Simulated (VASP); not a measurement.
# GeSb4Te7 (P-3m1) in VASP: notebook, part 2 of 3

VASP 6.6.1. Earlier steps stand in the parts before.

### 3 Single point, PBEsol

This run uses another cell than the first one, of 34.68 Å³/atom, 1.019 times its volume.

INCAR reads:

```
SYSTEM = GeSb4Te7
ALGO = Normal
EDIFF = 1E-6
ENCUT = 520
GGA = PS
ISIF = 2
ISMEAR = -1
LASPH = .TRUE.
LCHARG = .FALSE.
LREAL = .FALSE.
LWAVE = .FALSE.
NBANDS = 50
NELM = 100
PREC = Accurate
SIGMA = 0.05
```

KPOINTS reads:

```
k-points
0
G
  7 7 2
  0 0 0
```

POSCAR reads:

```
GeSb4Te7
1.0
    4.3734255427      0.0000000000      0.0000000000
   -2.1867127713      3.7874976215      0.0000000000
    0.0000000000      0.0000000000     25.1209948236
Te Sb Ge
7 4 1
Direct
    0.0000000000      0.0000000000      0.2810217100
    0.0000000000      0.0000000000      0.0000000000
    0.3333333333      0.6666666667      0.5686057000
    0.6666666667      0.3333333333      0.4313943000
    0.0000000000      0.0000000000      0.7189782900
    0.6666666667      0.3333333333      0.1502681300
    0.3333333333      0.6666666667      0.8497318700
    0.6666666667      0.3333333333      0.6502485000
    0.3333333333      0.6666666667      0.0811013800
    0.3333333333      0.6666666667      0.3497515000
    0.6666666667      0.3333333333      0.9188986200
    0.0000000000      0.0000000000      0.5000000000
```

Potentials or basis: VASP PAW PBE potentials, release 64 (Te, Sb, Ge_d).

The run is started by

```
cat potpaw_PBE.64/Te/POTCAR potpaw_PBE.64/Sb/POTCAR potpaw_PBE.64/Ge_d/POTCAR > POTCAR
mpirun -np 1 vasp_std > vasp.out
```

OUTCAR:

```text
SYSTEM = GeSb4Te7
   EDIFF = 1E-6
   ENCUT = 520
   GGA = PS
   ISIF = 2
   ISMEAR = -1
   LASPH = .TRUE.
   LREAL = .FALSE.
   NELM = 100
   PREC = Accurate

 ion  position               nearest neighbor table
   1  0.000  0.000  0.281-  10 3.06  10 3.06  10 3.06
   2  0.000  0.000  0.000-   9 3.24  11 3.24   9 3.24  11 3.24  11 3.24   9 3.24
   3  0.333  0.667  0.569-  12 3.06  12 3.06  12 3.06   8 3.25   8 3.25   8 3.25
   4  0.667  0.333  0.431-  12 3.06  12 3.06  12 3.06  10 3.25  10 3.25  10 3.25
   5  0.000  0.000  0.719-   8 3.06   8 3.06   8 3.06
   6  0.667  0.333  0.150-   9 3.07   9 3.07   9 3.07
   7  0.333  0.667  0.850-  11 3.07  11 3.07  11 3.07
   8  0.667  0.333  0.650-   5 3.06   5 3.06   5 3.06   3 3.25   3 3.25   3 3.25
   9  0.333  0.667  0.081-   6 3.07   6 3.07   6 3.07   2 3.24   2 3.24   2 3.24
  10  0.333  0.667  0.350-   1 3.06   1 3.06   1 3.06   4 3.25   4 3.25   4 3.25
  11  0.667  0.333  0.919-   7 3.07   7 3.07   7 3.07   2 3.24   2 3.24   2 3.24
  12  0.000  0.000  0.500-   3 3.06   4 3.06   3 3.06   4 3.06   4 3.06   3 3.06

  LATTYP: Found a hexagonal cell.
 ALAT       =     4.3734255427
[... 1046 lines left out ...]
     50       8.5697      0.00000

------------------------ aborting loop because EDIFF is reached ----------------------------------------

  FORCE on cell =-STRESS in cart. coord.  units (eV):
  Direction    XX          YY          ZZ          XY          YZ          ZX
  --------------------------------------------------------------------------------------
  -------------------------------------------------------------------------------------
  Total      -10.0010229    -10.0010229    -10.3745214     -0.0000000      0.0000000     -0.0000000
  in kB      -38.5073881    -38.5073881    -39.9454863     -0.0000000      0.0000000     -0.0000000
  external PRESSURE =     -38.9867542 kB  Pullay stress =       0.0000000 kB

 VOLUME and BASIS-vectors are now :
 -----------------------------------------------------------------------------
  energy-cutoff  :      520.00
  volume of cell :      416.11
      direct lattice vectors                 reciprocal lattice vectors
     4.373425543  0.000000000  0.000000000     0.228653716  0.132013284  0.000000000
    -2.186712771  3.787497622  0.000000000     0.000000000  0.264026568  0.000000000
     0.000000000  0.000000000 25.120994824     0.000000000  0.000000000  0.039807341

 POSITION                                       TOTAL-FORCE (eV/Angst)
 -----------------------------------------------------------------------------------
      0.00000      0.00000      7.05954        -0.000000      0.000000      0.389966
      0.00000      0.00000      0.00000        -0.000000      0.000000     -0.000000
     -0.00000      2.52500     14.28394         0.000000     -0.000000      0.017527
      2.18671      1.26250     10.83705        -0.000000      0.000000     -0.017527
      0.00000      0.00000     18.06145        -0.000000      0.000000     -0.389966
      2.18671      1.26250      3.77488        -0.000000      0.000000     -0.402370
     -0.00000      2.52500     21.34611        -0.000000     -0.000000      0.402370
      2.18671      1.26250     16.33489         0.000000     -0.000000      0.085015
     -0.00000      2.52500      2.03735         0.000000      0.000000      0.052472
     -0.00000      2.52500      8.78611        -0.000000      0.000000     -0.085015
      2.18671      1.26250     23.08365         0.000000      0.000000     -0.052472
      0.00000      0.00000     12.56050        -0.000000      0.000000     -0.000000
 -----------------------------------------------------------------------------------
    total drift:                               -0.000000      0.000000      0.000000

  FREE ENERGIE OF THE ION-ELECTRON SYSTEM (eV)
  ---------------------------------------------------
  free  energy   TOTEN  =       -48.7214481322 eV

  energy  without entropy=      -48.7210100645  energy(sigma->0) =      -48.72122910
```

stdout:

```text
POSCAR found type information on POSCAR TeSbGe
 POSCAR found :  3 types and      12 ions
 scaLAPACK will be used
 -----------------------------------------------------------------------------
|                                                                             |
|                                                                             |
|     You enforced a specific xc type in the INCAR file but a different       |
|     I HOPE YOU KNOW WHAT YOU ARE DOING!                                     |
|                                                                             |
 -----------------------------------------------------------------------------

 LDA part: xc-table for (Slater+PW92), standard interpolation
 POSCAR, INCAR and KPOINTS ok, starting setup
 FFT: planning ... GRIDC
 FFT: planning ... GRID_SOFT
 FFT: planning ... GRID
 WAVECAR not read
 entering main loop
```

Wall time 4.9 min (1 thread of AMD EPYC 9R45 (Zen 5), shared host); peak memory 0.66 GiB.

Results:

```
Free energy            : -48.7214 eV
Pressure               : -3.9 GPa
Largest force          : 0.402 eV/Å
Band gap on the k mesh : 0.39 eV, direct
```

Forces in eV/Å, atoms in the order of the input:
```
Te   0.000  0.000  0.390
Te   0.000  0.000  0.000
Te   0.000  0.000  0.018
Te   0.000  0.000 -0.018
Te   0.000  0.000 -0.390
Te   0.000  0.000 -0.402
Te   0.000  0.000  0.402
Sb   0.000  0.000  0.085
Sb   0.000  0.000  0.052
Sb   0.000  0.000 -0.085
Sb   0.000  0.000 -0.052
Ge   0.000  0.000  0.000
```

Caveat: the PAW data sets were made with another functional, which shifts forces and pressure a little; spin-orbit coupling is left out, which moves the levels of the heavy elements; this functional lacks dispersion, which binds the layers, so the pressure and a relaxed spacing across them are unreliable. A k mesh can miss the band edges.

### 4 Single point, PBEsol

This run uses another cell than the first one, of 32.06 Å³/atom, 0.942 times its volume.

INCAR reads:

```
SYSTEM = GeSb4Te7
  ALGO = Normal
  EDIFF = 1E-6
  ENCUT = 520
  GGA = PS
  ISIF = 2
  ISMEAR = -1
  LASPH = .TRUE.
  LCHARG = .FALSE.
  LREAL = .FALSE.
  LWAVE = .FALSE.
  NBANDS = 50
  NELM = 100
  PREC = Accurate
  SIGMA = 0.05
```

KPOINTS is that of step 3.

Changes to POSCAR since step 3:

```diff
@@ -2,5 +2,5 @@
 1.0
-    4.3734255427      0.0000000000      0.0000000000
-   -2.1867127713      3.7874976215      0.0000000000
-    0.0000000000      0.0000000000     25.1209948236
+    4.2605121409      0.0000000000      0.0000000000
+   -2.1302560705      3.6897117472      0.0000000000
+    0.0000000000      0.0000000000     24.4724192498
 Te Sb Ge
```

The run is started by

```
cat potpaw_PBE.64/Te/POTCAR potpaw_PBE.64/Sb/POTCAR potpaw_PBE.64/Ge_d/POTCAR > POTCAR
mpirun -np 1 vasp_std > vasp.out
```

Wall time 7.1 min (1 thread of Oxide Virtual Turin-like, shared host); peak memory 0.59 GiB.

Results (log left out):

```
Free energy            : -49.1865 eV
Pressure               : -0.6 GPa
Largest force          : 0.170 eV/Å
Band gap on the k mesh : 0.35 eV, direct
```

Forces on the atoms (eV/Å):
```
Te   0.000  0.000 -0.170
Te   0.000  0.000  0.000
Te   0.000  0.000 -0.009
Te   0.000  0.000  0.009
Te   0.000  0.000  0.170
Te   0.000  0.000  0.154
Te   0.000  0.000 -0.154
Sb   0.000  0.000 -0.137
Sb   0.000  0.000 -0.155
Sb   0.000  0.000  0.137
Sb   0.000  0.000  0.155
Ge   0.000  0.000  0.000
```

Levels at points of the mesh, in eV from the valence-band top:
| k point | band 35 | band 36 | band 37 | band 38 | band 39 | band 40 | band 41 | band 42 |
| --- | --- | --- | --- | --- | --- | --- | --- | --- |
| (0.00, 0.00, 0.00) | -1.05 | -1.05 | -0.25 | -0.08 | 0.46 | 0.50 | 0.62 | 0.62 |
| (0.00, 0.00, 0.50) | -1.04 | -0.87 | -0.33 | 0.00 | 0.35 | 0.58 | 0.58 | 0.58 |

Caveat: the PAW data sets were made with another functional, which shifts forces and pressure a little; spin-orbit coupling is left out, which moves the levels of the heavy elements; this functional lacks dispersion, which binds the layers, so the pressure and a relaxed spacing across them are unreliable.

### 5 Single point, PBEsol

This run uses another cell than the first one, of 32.71 Å³/atom, 0.962 times its volume.

INCAR reads:

```
ALGO = Normal
EDIFF = 1E-7
ENCUT = 520
GGA = PS
ISIF = 2
ISMEAR = -1
LASPH = T
LCHARG = F
LREAL = F
LWAVE = F
NBANDS = 50
NELM = 100
PREC = Accurate
SIGMA = 0.05
```

KPOINTS reads:

```
k-points
0
Gamma
  7 7 2
```

Changes to POSCAR since step 4:

```diff
@@ -2,5 +2,5 @@
 1.0
-    4.2605121409      0.0000000000      0.0000000000
-   -2.1302560705      3.6897117472      0.0000000000
-    0.0000000000      0.0000000000     24.4724192498
+    4.2893002584      0.0000000000      0.0000000000
+   -2.1446501292      3.7146429882      0.0000000000
+    0.0000000000      0.0000000000     24.6377784500
 Te Sb Ge
```

The run is started by

```
cat potpaw_PBE.64/Te/POTCAR potpaw_PBE.64/Sb/POTCAR potpaw_PBE.64/Ge_d/POTCAR > POTCAR
mpirun -np 1 vasp_std > vasp.out
```

Run time: 6.1 min. Hardware: 1 thread of Oxide Virtual Turin-like, shared host; peak memory 0.61 GiB.

Results (log left out):

| Property | Result |
| --- | --- |
| Free energy | -49.1328 eV |
| Pressure | -1.6 GPa |
| Largest force | 0.098 eV/Å |
| Band gap on the k mesh | 0.36 eV, direct |

Forces in eV/Å, atoms in the order of the input:
```
Te   0.000  0.000 -0.014
Te   0.000  0.000  0.000
Te   0.000  0.000 -0.001
Te   0.000  0.000  0.001
Te   0.000  0.000  0.014
Te   0.000  0.000 -0.001
Te   0.000  0.000  0.001
Sb   0.000  0.000 -0.076
Sb   0.000  0.000 -0.098
Sb   0.000  0.000  0.076
Sb   0.000  0.000  0.098
Ge   0.000  0.000  0.000
```

Stress tensor (GPa, compression positive):
```
-1.54  0.00  0.00
 0.00 -1.54  0.00
 0.00  0.00 -1.64
```

Levels at points of the mesh, in eV from the valence-band top:
```tsv
k point	band 36	band 37	band 38	band 39	band 40	band 41
(0.00, 0.00, 0.00)	-0.99	-0.26	-0.08	0.47	0.52	0.66
(0.00, 0.00, 0.50)	-0.87	-0.33	0.00	0.36	0.60	0.62
```

Caveat: the PAW data sets were made with another functional, which shifts forces and pressure a little; spin-orbit coupling is left out, which moves the levels of the heavy elements; this functional lacks dispersion, which binds the layers, so the pressure and a relaxed spacing across them are unreliable.

### 6 Single point, PBEsol

This run uses another cell than the first one, of 32.71 Å³/atom, 0.962 times its volume.

INCAR reads:

```
SYSTEM = GeSb4Te7
ALGO = Normal
EDIFF = 1E-7
ENCUT = 520
GGA = PS
ISIF = 2
ISMEAR = -1
LASPH = .True.
LCHARG = .False.
LREAL = .False.
LWAVE = .False.
NBANDS = 50
NELM = 100
PREC = Accurate
SIGMA = 0.05
```

KPOINTS reads:

```
k-points
0
Gamma
  7 7 2
  0 0 0
```

POSCAR is that of step 5.

Potentials or basis: VASP PAW PBE potentials, release 64 (Te, Sb, Ge_d).

The run is started by

```
cat potpaw_PBE.64/Te/POTCAR potpaw_PBE.64/Sb/POTCAR potpaw_PBE.64/Ge_d/POTCAR > POTCAR
mpirun -np 1 vasp_std > vasp.out
```

OUTCAR:

```text
SYSTEM = GeSb4Te7
   EDIFF = 1E-7
   ENCUT = 520
   GGA = PS
   ISIF = 2
   ISMEAR = -1
   LASPH = .True.
   LREAL = .False.
   NELM = 100
   PREC = Accurate

 ion  position               nearest neighbor table
   1  0.000  0.000  0.281-  10 3.00  10 3.00  10 3.00
   2  0.000  0.000  0.000-   9 3.18  11 3.18   9 3.18  11 3.18  11 3.18   9 3.18
   3  0.333  0.667  0.569-  12 3.00  12 3.00  12 3.00   8 3.19   8 3.19   8 3.19
   4  0.667  0.333  0.431-  12 3.00  12 3.00  12 3.00  10 3.19  10 3.19  10 3.19
   5  0.000  0.000  0.719-   8 3.00   8 3.00   8 3.00
   6  0.667  0.333  0.150-   9 3.01   9 3.01   9 3.01
   7  0.333  0.667  0.850-  11 3.01  11 3.01  11 3.01
   8  0.667  0.333  0.650-   5 3.00   5 3.00   5 3.00   3 3.19   3 3.19   3 3.19
   9  0.333  0.667  0.081-   6 3.01   6 3.01   6 3.01   2 3.18   2 3.18   2 3.18
  10  0.333  0.667  0.350-   1 3.00   1 3.00   1 3.00   4 3.19   4 3.19   4 3.19
  11  0.667  0.333  0.919-   7 3.01   7 3.01   7 3.01   2 3.18   2 3.18   2 3.18
  12  0.000  0.000  0.500-   3 3.00   4 3.00   3 3.00   4 3.00   4 3.00   3 3.00

  LATTYP: Found a hexagonal cell.
 ALAT       =     4.2893002584
 C/A-ratio  =     5.7440088046

  Lattice vectors:

 A1 = (   4.2893002584,   0.0000000000,   0.0000000000)
 A2 = (  -2.1446501292,   3.7146429882,   0.0000000000)
 A3 = (   0.0000000000,   0.0000000000,  24.6377784500)

Analysis of symmetry for initial positions (statically):
=====================================================================
 Subroutine PRICEL returns:
 Original cell was already a primitive cell.

 Routine SETGRP: Setting up the symmetry group for a
 hexagonal supercell.

 Subroutine GETGRP returns: Found 12 space group operations
 (whereof 12 operations were pure point group operations)
 out of a pool of 24 trial point group operations.

The static configuration has the point symmetry D_3d.

Analysis of symmetry for dynamics (positions and initial velocities):
[... 152 lines left out ...]
   LRPA    =     F    only Hartree local field effects (RPA)
 non-spin polarized calculation
  energy-cutoff  :      520.00
  volume of cell :      392.56
 maximum number of plane-waves:     10616
 NGX is ok and might be reduce to    32
   NGX = 15   NGY = 15   NGZ = 91

 number of electron      76.0000012 magnetization

 Free energy of the ion-electron system (eV)
  ---------------------------------------------------
  ext. energy  EPLUGINS =         0.00000000
  ---------------------------------------------------
  free energy    TOTEN  =       -49.13281651 eV

  energy without entropy =      -49.13231619  energy(sigma->0) =      -49.13256635

 E-fermi :   5.8668     XC(G=0):  -9.2754

 val. band max:        5.6757875008   @ k =   0.0000   0.0000   0.5000
 cond. band min:       6.0373647004   @ k =   0.0000   0.0000   0.5000
 fundamental gap:      0.3615771996
 Fermi energy:         5.8668257407

 k-point     1 :       0.0000    0.0000    0.0000
  band No.  band energies     occupation
      1     -18.9757      2.00000
      2     -18.9757      2.00000
      3     -18.9721      2.00000
      4     -18.9688      2.00000
      5     -18.9688      2.00000
      6      -7.2607      2.00000
[... 837 lines left out ...]
     49       9.3954      0.00000
     50       9.4717      0.00000

------------------------ aborting loop because EDIFF is reached ----------------------------------------

  FORCE on cell =-STRESS in cart. coord.  units (eV):
  Direction    XX          YY          ZZ          XY          YZ          ZX
  --------------------------------------------------------------------------------------
  -------------------------------------------------------------------------------------
  Total       -3.7818842     -3.7818842     -4.0076348      0.0000000      0.0000000     -0.0000000
  in kB      -15.4352522    -15.4352522    -16.3566233      0.0000000      0.0000000     -0.0000000
  external PRESSURE =     -15.7423759 kB  Pullay stress =       0.0000000 kB

 VOLUME and BASIS-vectors are now :
 -----------------------------------------------------------------------------
  energy-cutoff  :      520.00
  volume of cell :      392.56
      direct lattice vectors                 reciprocal lattice vectors
     4.289300258  0.000000000  0.000000000     0.233138260  0.134602437  0.000000000
    -2.144650129  3.714642988  0.000000000     0.000000000  0.269204875  0.000000000
     0.000000000  0.000000000 24.637778450     0.000000000  0.000000000  0.040588075

 POSITION                                       TOTAL-FORCE (eV/Angst)
 -----------------------------------------------------------------------------------
      0.00000      0.00000      6.92375         0.000000      0.000000     -0.014158
      0.00000      0.00000      0.00000         0.000000      0.000000      0.000000
     -0.00000      2.47643     14.00918         0.000000     -0.000000     -0.001093
      2.14465      1.23821     10.62860        -0.000000      0.000000      0.001093
      0.00000      0.00000     17.71403        -0.000000      0.000000      0.014158
      2.14465      1.23821      3.70227        -0.000000     -0.000000     -0.001122
     -0.00000      2.47643     20.93551         0.000000      0.000000      0.001122
      2.14465      1.23821     16.02068        -0.000000      0.000000     -0.076314
     -0.00000      2.47643      1.99816         0.000000     -0.000000     -0.097788
     -0.00000      2.47643      8.61710         0.000000     -0.000000      0.076314
      2.14465      1.23821     22.63962        -0.000000      0.000000      0.097788
      0.00000      0.00000     12.31889         0.000000      0.000000      0.000000
 -----------------------------------------------------------------------------------
    total drift:                               -0.000000      0.000000      0.000000

  FREE ENERGIE OF THE ION-ELECTRON SYSTEM (eV)
  ---------------------------------------------------
  free  energy   TOTEN  =       -49.1328165122 eV

  energy  without entropy=      -49.1323161901  energy(sigma->0) =      -49.13256635
```

OSZICAR:

```text
N       E                     dE             d eps       ncg     rms          rms(c)
DAV:   1     0.557828944840E+03    0.55783E+03   -0.27250E+04  1700   0.152E+03
DAV:   2     0.370254240906E+02   -0.52080E+03   -0.49789E+03  1776   0.315E+02
DAV:   3    -0.440372580636E+02   -0.81063E+02   -0.77317E+02  1944   0.121E+02
DAV:   4    -0.492955208878E+02   -0.52583E+01   -0.51381E+01  1916   0.333E+01
DAV:   5    -0.495065610787E+02   -0.21104E+00   -0.20970E+00  2302   0.673E+00    0.126E+01
DAV:   6    -0.491444984927E+02    0.36206E+00   -0.59444E-01  2112   0.334E+00    0.853E+00
DAV:   7    -0.492378082679E+02   -0.93310E-01   -0.91953E-01  2034   0.426E+00    0.200E+00
DAV:   8    -0.491473264522E+02    0.90482E-01   -0.46835E-01  2118   0.362E+00    0.115E+00
DAV:   9    -0.491319110618E+02    0.15415E-01   -0.73296E-02  1926   0.131E+00    0.712E-01
DAV:  10    -0.491328674218E+02   -0.95636E-03   -0.30659E-02  1896   0.524E-01    0.375E-01
DAV:  11    -0.491327575104E+02    0.10991E-03   -0.17405E-03  2114   0.227E-01    0.153E-01
DAV:  12    -0.491328287557E+02   -0.71245E-04   -0.96676E-04  2040   0.122E-01    0.608E-02
DAV:  13    -0.491328189762E+02    0.97795E-05   -0.11777E-04  2106   0.453E-02    0.319E-02
DAV:  14    -0.491328165339E+02    0.24423E-05   -0.22896E-05  2376   0.233E-02    0.121E-02
DAV:  15    -0.491328165569E+02   -0.22911E-07   -0.99570E-06  1972   0.129E-02    0.591E-03
DAV:  16    -0.491328165122E+02    0.44703E-07   -0.70174E-07  1928   0.373E-03
   1 F= -.49132817E+02 E0= -.49132566E+02  d E =-.500322E-03
```

It took 6.1 min on 1 thread of Oxide Virtual Turin-like, shared host; peak memory 0.61 GiB.

Results:

```
Free energy            : -49.1328 eV
Pressure               : -1.6 GPa
Largest force          : 0.098 eV/Å
Band gap on the k mesh : 0.36 eV, direct
```

Forces in eV/Å, atoms in the order of the input:
```
Te   0.000  0.000 -0.014
Te   0.000  0.000  0.000
Te   0.000  0.000 -0.001
Te   0.000  0.000  0.001
Te   0.000  0.000  0.014
Te   0.000  0.000 -0.001
Te   0.000  0.000  0.001
Sb   0.000  0.000 -0.076
Sb   0.000  0.000 -0.098
Sb   0.000  0.000  0.076
Sb   0.000  0.000  0.098
Ge   0.000  0.000  0.000
```

Caveat: the PAW data sets were made with another functional, which shifts forces and pressure a little; spin-orbit coupling is left out, which moves the levels of the heavy elements; this functional lacks dispersion, which binds the layers, so the pressure and a relaxed spacing across them are unreliable. A k mesh can miss the band edges.

[end of part 2 of 3]
